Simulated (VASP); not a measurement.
Here is a VASP 6.6.1 calculation.

Contents of INCAR:

```
ALGO = Normal
EDIFF = 1E-6
ENCUT = 520
GGA = PE
ISIF = 2
ISMEAR = 0
LASPH = True
LCHARG = False
LREAL = False
LWAVE = False
NBANDS = 11
NELM = 60
PREC = Accurate
SIGMA = 0.05
```

Contents of KPOINTS:

```
k-points
0
Gamma
  10 10 10
```

The input POSCAR:

```
Si
1.0
    0.0000000000      2.7154700000      2.7154700000
    2.7154700000      0.0000000000      2.7154700000
    2.7154700000      2.7154700000      0.0000000000
Si
2
Direct
    0.4171414157      0.5000000000      0.5000000000
    0.7500000000      0.7500000000      0.7500000000
```

Potentials or basis: VASP PAW PBE potentials, release 64 (Si).

The run is started by

```console
$ cat potpaw_PBE.64/Si/POTCAR > POTCAR
$ mpirun -np 1 vasp_std > vasp.out
```

(1) Estimate the largest force.

(2) Estimate the pressure.

Results:

(1) 4.539 eV/Å.

(2) 5.5 GPa.

Caveat: the cell differs from its parent crystal (atom 1 (Si) moved by (-0.225, -0.225) A along y and z); forces of over 1 eV/Å act on the atoms, so gaps and moduli don't describe the material at rest.
